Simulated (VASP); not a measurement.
Set up this calculation in VASP 6.6.1, as the native input.

```yaml
Task: single point
Functional: PBEsol
Potentials_or_basis: VASP PAW PBE potentials, release 64 (Ir)
Cutoff: 520 eV
k_mesh: 18 × 18 × 10
Occupations: gaussian, width 0.1 eV
Spin: no spin polarisation
Dipole_correction: no
Further_INCAR_settings: ALGO = Normal; EDIFF = 1e-07; NBANDS = 16
```

The structure of Ir lies in POSCAR:

```
Ir
1.0
    2.7190660045      0.0000000000      0.0000000000
   -1.3595330022      2.3547802344      0.0000000000
    0.0000000000      0.0000000000      4.4083845971
Ir
2
Direct
    0.3333333333      0.6666666667      0.2500000000
    0.6666666667      0.3333333333      0.7500000000
```

This isn't the form of Ir at room conditions, which is fcc.

The input as run:

INCAR

```
  ALGO = Normal
  EDIFF = 1E-7
  ENCUT = 520
  GGA = PS
  ISIF = 2
  ISMEAR = 0
  LASPH = True
  LCHARG = False
  LREAL = False
  LWAVE = False
  NBANDS = 16
  NELM = 80
  PREC = Accurate
  SIGMA = 0.1
```

KPOINTS

```
k-points
0
Gamma
  18 18 10
```

Potentials or basis: VASP PAW PBE potentials, release 64 (Ir).

Command:

```sh
$ cat potpaw_PBE.64/Ir/POTCAR > POTCAR
$ mpirun -np 1 vasp_std > vasp.out
```

It gave:

- Pressure: 0.9 GPa
- Band gap on the k mesh: zero (bands 9 and 10 overlap by 3.37 eV)

Caveat: the PAW data sets were made with another functional, which shifts forces and pressure a little; spin-orbit coupling is left out, which moves the levels of the heavy elements.

It took 2.2 min on 1 thread of Intel Xeon 8259CL (shared host), peak memory 0.21 GiB.
